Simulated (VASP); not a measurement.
# GaAs in VASP: single point with PBEsol

Aim: the single point of GaAs with PBEsol.

Program: VASP 6.6.1. These are calculated values, not measurements. Logs are shortened: lines on timing, memory, paths and dates and some standing lists are left out, and cuts for length are marked.

**1. The cell of the first run**

The cell holds a slab with vacuum, 12 atoms: a = 4.001 Å, b = 5.658 Å, c = 25.003 Å, α = 90.00°, β = 90.00°, γ = 90.00°.

**2. Single point, PBEsol**

INCAR reads:

```
SYSTEM = GaAs
PREC = Accurate
ENCUT = 520
EDIFF = 1E-6
ISMEAR = 0
SIGMA = 0.05
LREAL = .FALSE.
LASPH = .TRUE.
NELM = 100
ALGO = Normal
ISIF = 2
LWAVE = .FALSE.
LCHARG = .FALSE.
LDIPOL = .TRUE.
IDIPOL = 3
DIPOL = 0.5 0.5 0.500
GGA = PS
NBANDS = 66
```

KPOINTS reads:

```
Automatic mesh
0
G
  9 6 1
  0 0 0
```

POSCAR reads:

```
GaAs
1.0
    4.0010046537      0.0000000000      0.0000000000
    0.0000000000      5.6582750444      0.0000000000
    0.0000000000      0.0000000000     25.0025116343
Ga As
6 6
Direct
    0.5000000000      0.4434666773      0.3185628982
    0.0000000000      0.0208811160      0.3759015945
    0.5000000000      0.5160054221      0.4617068176
    0.0000000000      0.0160088307      0.5382938362
    0.5000000000      0.5208850848      0.6241009399
    0.0000000000     -0.0565208204      0.6814375739
    0.0000000000      0.2358121223      0.2899931841
    0.5000000000      0.7696825319      0.3812536223
    0.0000000000      0.2641322260      0.4582279123
    0.5000000000      0.7641315804      0.5417708599
    0.0000000000      0.2696910625      0.6187432628
    0.5000000000      0.7358241664      0.7100074983
```

Potentials or basis: VASP PAW PBE potentials, release 64 (Ga_d, As).

Command:

```bash
> cat potpaw_PBE.64/Ga_d/POTCAR potpaw_PBE.64/As/POTCAR > POTCAR
> mpirun -np 1 vasp_std > vasp.out
```

OUTCAR:

```text
SYSTEM = GaAs
   PREC = Accurate
   ENCUT = 520
   EDIFF = 1E-6
   ISMEAR = 0
   LREAL = .FALSE.
   LASPH = .TRUE.
   NELM = 100
   ISIF = 2
   GGA = PS

 ion  position               nearest neighbor table
   1  0.500  0.443  0.319-   8 2.42   7 2.43   7 2.43
   2  0.000  0.021  0.376-   8 2.46   8 2.46   7 2.47   9 2.48
   3  0.500  0.516  0.462-  10 2.45   9 2.46   9 2.46   8 2.47
   4  0.000  0.016  0.538-   9 2.45  10 2.46  10 2.46  11 2.47
   5  0.500  0.521  0.624-  11 2.46  11 2.46  12 2.47  10 2.48
   6  0.000  0.943  0.681-  11 2.42  12 2.43  12 2.43
   7  0.000  0.236  0.290-   1 2.43   1 2.43   2 2.47
   8  0.500  0.770  0.381-   1 2.42   2 2.46   2 2.46   3 2.47
   9  0.000  0.264  0.458-   4 2.45   3 2.46   3 2.46   2 2.48
  10  0.500  0.764  0.542-   3 2.45   4 2.46   4 2.46   5 2.48
  11  0.000  0.270  0.619-   6 2.42   5 2.46   5 2.46   4 2.47
  12  0.500  0.736  0.710-   6 2.43   6 2.43   5 2.47

  LATTYP: Found a simple orthorhombic cell.
 ALAT       =     4.0010046537
 B/A-ratio  =     1.4142135624
 C/A-ratio  =     6.2490583737

  Lattice vectors:

 A1 = (   4.0010046537,   0.0000000000,   0.0000000000)
 A2 = (   0.0000000000,   5.6582750444,   0.0000000000)
 A3 = (   0.0000000000,   0.0000000000,  25.0025116343)

Analysis of symmetry for initial positions (statically):
=====================================================================
 Subroutine PRICEL returns:
 Original cell was already a primitive cell.

 Routine SETGRP: Setting up the symmetry group for a
 simple orthorhombic supercell.

 Subroutine GETGRP returns: Found  2 space group operations
 (whereof  2 operations were pure point group operations)
 out of a pool of  8 trial point group operations.

The static configuration has the point symmetry C_1h.

Analysis of symmetry for dynamics (positions and initial velocities):
=====================================================================
 Subroutine PRICEL returns:
 Original cell was already a primitive cell.

 Routine SETGRP: Setting up the symmetry group for a
 simple orthorhombic supercell.

 Subroutine GETGRP returns: Found  2 space group operations
 (whereof  2 operations were pure point group operations)
 out of a pool of  8 trial point group operations.

The dynamic configuration has the point symmetry C_1h.

 Subroutine INISYM returns: Found  2 space group operations
 (whereof  2 operations are pure point group operations),
 and found     1 'primitive' translations

----------------------------------------------------------------------------------------

                                     Primitive cell

  volume of cell :     566.0265

  direct lattice vectors                    reciprocal lattice vectors
     4.001004654  0.000000000  0.000000000     0.249937225  0.000000000  0.000000000
     0.000000000  5.658275044  0.000000000     0.000000000  0.176732307  0.000000000
     0.000000000  0.000000000 25.002511634     0.000000000  0.000000000  0.039995982

  length of vectors
     4.001004654  5.658275044 25.002511634     0.249937225  0.176732307  0.039995982

  position of ions in fractional coordinates (direct lattice)
     0.500000000  0.443466677  0.318562898
     0.000000000  0.020881116  0.375901595
     0.500000000  0.516005422  0.461706818
     0.000000000  0.016008831  0.538293836
     0.500000000  0.520885085  0.624100940
     0.000000000  0.943479180  0.681437574
     0.000000000  0.235812122  0.289993184
     0.500000000  0.769682532  0.381253622
     0.000000000  0.264132226  0.458227912
     0.500000000  0.764131580  0.541770860
     0.000000000  0.269691063  0.618743263
     0.500000000  0.735824166  0.710007498

  ion indices of the primitive-cell ions
   primitive index   ion index
                 1           1
                 2           2
                 3           3
                 4           4
                 5           5
                 6           6
                 7           7
                 8           8
                 9           9
                10          10
                11          11
                12          12

----------------------------------------------------------------------------------------

 KPOINTS: Automatic mesh

Automatic generation of k-mesh.
 Grid dimensions read from file:
 generate k-points for:    9    6    1

 Generating k-lattice:

  Cartesian coordinates                     Fractional coordinates (reciprocal lattice)
     0.027770803  0.000000000  0.000000000     0.111111111  0.000000000  0.000000000
     0.000000000  0.029455384  0.000000000     0.000000000  0.166666667  0.000000000
     0.000000000  0.000000000  0.039995982     0.000000000  0.000000000  1.000000000

  Length of vectors
     0.027770803  0.029455384  0.039995982

  Shift w.r.t. Gamma in fractional coordinates (k-lattice)
     0.000000000  0.000000000  0.000000000

 Subroutine IBZKPT returns following result:
 ===========================================

 Found     20 irreducible k-points:

 Following reciprocal coordinates:
            Coordinates               Weight
  0.000000  0.000000  0.000000      1.000000
  0.111111  0.000000  0.000000      2.000000
  0.222222  0.000000  0.000000      2.000000
  0.333333  0.000000  0.000000      2.000000
  0.444444  0.000000  0.000000      2.000000
  0.000000  0.166667  0.000000      2.000000
[... 12 lines left out ...]
  0.333333  0.500000  0.000000      2.000000
  0.444444  0.500000  0.000000      2.000000
   k-points           NKPTS =     20   k-points in BZ     NKDIM =     20   number of bands    NBANDS=     66
   number of dos      NEDOS =    301   number of ions     NIONS =     12
   total plane-waves  NPLWV = 241920
   dimension x,y,z NGX =    30 NGY =   42 NGZ =  192
   dimension x,y,z NGXF=    60 NGYF=   84 NGZF=  384
   ions per type =               6   6
   NGX,Y,Z   is equivalent  to a cutoff of  12.47, 12.34, 12.77 a.u.
   NGXF,Y,Z  is equivalent  to a cutoff of  24.93, 24.68, 25.53 a.u.
 SYSTEM =  GaAs
   PREC   = accura    normal or accurate (medium, high low for compatibility)
   ISTART =      0    job   : 0-new  1-cont  2-samecut
   ICHARG =      2    charge: 1-file 2-atom 10-const
   ISPIN  =      1    spin polarized calculation?
   LNONCOLLINEAR =      F non collinear calculations
   LSORBIT =      F    spin-orbit coupling
   LASPH  =      T    aspherical Exc in radial PAW
   ENCUT  =  520.0 eV  38.22 Ry    6.18 a.u.   7.44 10.52 46.49*2*pi/ulx,y,z
   NELM   =    100;   NELMIN=  2; NELMDL= -5     # of ELM steps
   EDIFF  = 0.1E-05   stopping-criterion for ELM
   LREAL  =      F    real-space projection
   EDIFFG = 0.1E-04   stopping-criterion for IOM
   NSW    =      0    number of steps for IOM
   IBRION =     -1    ionic relax: 0-MD 1-quasi-New 2-CG
   NFREE  =      0    steps in history (QN), initial steepest desc. (CG)
   ISIF   =      2    stress and relaxation
   ISYM   =      2    0-nonsym 1-usesym 2-fastsym
   POTIM  = 0.5000    time-step for ionic-motion
   TEBEG  =    0.0;   TEEND  =   0.0 temperature during run
   PSTRESS=    0.0 pullay stress
   NELECT =     108.0000    total number of electrons
   NUPDOWN=      -1.0000    fix difference up-down
   EMIN   =  10.00;   EMAX   =-10.00  energy-range for DOS
   EFERMI =   0.00;   METHOD = LEGACY
   ISMEAR =     0;   SIGMA  =   0.05  broadening in eV -4-tet -1-fermi 0-gaus
   EFERMI_NEDOS =   21; number of points for ismear=-14 and -15
   IALGO  =     38    algorithm
   IMIX   =      4    mixing-type and parameters
     AMIX     =   0.40;   BMIX     =  1.00
     AMIX_MAG =   1.60;   BMIX_MAG =  1.00
  volume/ion in A,a.u.               =      47.17       318.31
  Fermi-wavevector in a.u.,A,eV,Ry     =   0.942476  1.781022 12.085536  0.888262
  Thomas-Fermi vector in A             =   2.070090
   LORBIT       =      0    0 simple, 1 ext, 2 COOP (PROOUT), +10 PAW based schemes
   GGA     = PS    functional components
   LHFCALC =     F    Hartree Fock is set to
   AEXX    =    0.0000 exact exchange contribution
   IVDW    =     0    specifies the selected vdW correction
   LEPSILON=     F    determine dielectric tensor
   LRPA    =     F    only Hartree local field effects (RPA)
 non-spin polarized calculation
 Gauss-broadening in eV      SIGMA  =   0.05
  energy-cutoff  :      520.00
  volume of cell :      566.03
 maximum number of plane-waves:     15323
 NGX is ok and might be reduce to    30
   NGX = 15   NGY = 21   NGZ = 93

 dipolmoment           0.000000      0.000000      0.000104 electrons x Angstroem

 number of electron     108.0000018 magnetization

 dipolmoment           0.000000      0.000000     -0.000020 electrons x Angstroem

 Free energy of the ion-electron system (eV)
  ---------------------------------------------------
  ext. energy  EPLUGINS =         0.00000000
  ---------------------------------------------------
  free energy    TOTEN  =       -52.59228346 eV

  energy without entropy =      -52.59228346  energy(sigma->0) =      -52.59228346

 E-fermi :  -0.5347     XC(G=0):  -5.2386

 val. band max:       -0.7516602776   @ k =   0.0000   0.0000   0.0000
 cond. band min:       0.0524547116   @ k =   0.4444   0.0000   0.0000
 fundamental gap:      0.8041149892
 Fermi energy:        -0.5346931806

 k-point     1 :       0.0000    0.0000    0.0000
  band No.  band energies     occupation
      1     -15.6929      2.00000
      2     -15.6927      2.00000
      3     -15.6098      2.00000
      4     -15.6076      2.00000
      5     -15.5735      2.00000
      6     -15.5679      2.00000
[... 58 lines left out ...]
     65       3.1915      0.00000
     66       3.3440      0.00000

 k-point     2 :       0.1111    0.0000    0.0000
  band No.  band energies     occupation
      1     -15.6911      2.00000
      2     -15.6908      2.00000
      3     -15.6093      2.00000
      4     -15.6075      2.00000
      5     -15.5716      2.00000
      6     -15.5671      2.00000
[... 58 lines left out ...]
     65       3.0745      0.00000
     66       3.4016      0.00000

 k-point     3 :       0.2222    0.0000    0.0000
  band No.  band energies     occupation
      1     -15.6868      2.00000
      2     -15.6865      2.00000
      3     -15.6079      2.00000
      4     -15.6068      2.00000
      5     -15.5705      2.00000
      6     -15.5702      2.00000
[... 1162 lines left out ...]
     65       4.1439      0.00000
     66       4.1441      0.00000

 k-point    20 :       0.4444    0.5000    0.0000
  band No.  band energies     occupation
      1     -15.6730      2.00000
      2     -15.6729      2.00000
      3     -15.5992      2.00000
      4     -15.5991      2.00000
      5     -15.5919      2.00000
      6     -15.5917      2.00000
[... 58 lines left out ...]
     65       4.0558      0.00000
     66       4.0559      0.00000

------------------------ aborting loop because EDIFF is reached ----------------------------------------

 vacuum level on the upper side and lower side of the slab       (xc-potential included)        -0.103        -0.103

  FORCE on cell =-STRESS in cart. coord.  units (eV):
  Direction    XX          YY          ZZ          XY          YZ          ZX
  --------------------------------------------------------------------------------------
  -------------------------------------------------------------------------------------
  Total       -2.1177478     -0.7443929      0.2396893      0.0000000      0.0007054      0.0000000
  in kB       -5.9944325     -2.1070558      0.6784572      0.0000000      0.0019968      0.0000000
  external PRESSURE =      -2.4743437 kB  Pullay stress =       0.0000000 kB

 VOLUME and BASIS-vectors are now :
 -----------------------------------------------------------------------------
  energy-cutoff  :      520.00
  volume of cell :      566.03
      direct lattice vectors                 reciprocal lattice vectors
     4.001004654  0.000000000  0.000000000     0.249937225  0.000000000  0.000000000
     0.000000000  5.658275044  0.000000000     0.000000000  0.176732307  0.000000000
     0.000000000  0.000000000 25.002511634     0.000000000  0.000000000  0.039995982

 POSITION                                       TOTAL-FORCE (eV/Angst)
 -----------------------------------------------------------------------------------
      2.00050      2.50926      7.96487         0.000000      0.014066      0.010212
      0.00000      0.11815      9.39848         0.000000     -0.001748      0.010076
      2.00050      2.91970     11.54383         0.000000     -0.005847      0.004222
      0.00000      0.09058     13.45870         0.000000     -0.006060     -0.004826
      2.00050      2.94731     15.60409         0.000000     -0.001491     -0.010659
      0.00000      5.33846     17.03765         0.000000      0.014224     -0.010469
      0.00000      1.33429      7.25056         0.000000     -0.013084     -0.028961
      2.00050      4.35508      9.53230         0.000000      0.002517     -0.013323
      0.00000      1.49453     11.45685         0.000000      0.004032     -0.006776
      2.00050      4.32367     13.54563         0.000000      0.004138      0.007375
      0.00000      1.52599     15.47014         0.000000      0.002368      0.014050
      2.00050      4.16350     17.75197         0.000000     -0.013113      0.029080
 -----------------------------------------------------------------------------------
    total drift:                                0.000000     -0.001966      0.000033

  FREE ENERGIE OF THE ION-ELECTRON SYSTEM (eV)
  ---------------------------------------------------
  free  energy   TOTEN  =       -52.5922834623 eV

  energy  without entropy=      -52.5922834623  energy(sigma->0) =      -52.59228346

 vacuum level on the upper side and lower side of the slab         4.092         4.092
```

Wall time 31 min (1 thread of Oxide Virtual Turin-like, shared host); peak memory 0.83 GiB.

What came out:

- Free energy: -52.5923 eV
- Largest force: 0.032 eV/Å
- Band gap on the k mesh: 0.80 eV (least direct gap 1.02 eV)

Forces on the atoms (eV/Å):
```
Ga   0.000  0.014  0.010
Ga   0.000 -0.002  0.010
Ga   0.000 -0.006  0.004
Ga   0.000 -0.006 -0.005
Ga   0.000 -0.001 -0.011
Ga   0.000  0.014 -0.010
As   0.000 -0.013 -0.029
As   0.000  0.003 -0.013
As   0.000  0.004 -0.007
As   0.000  0.004  0.007
As   0.000  0.002  0.014
As   0.000 -0.013  0.029
```

Caveat: the PAW data sets were made with another functional, which shifts forces and pressure a little.
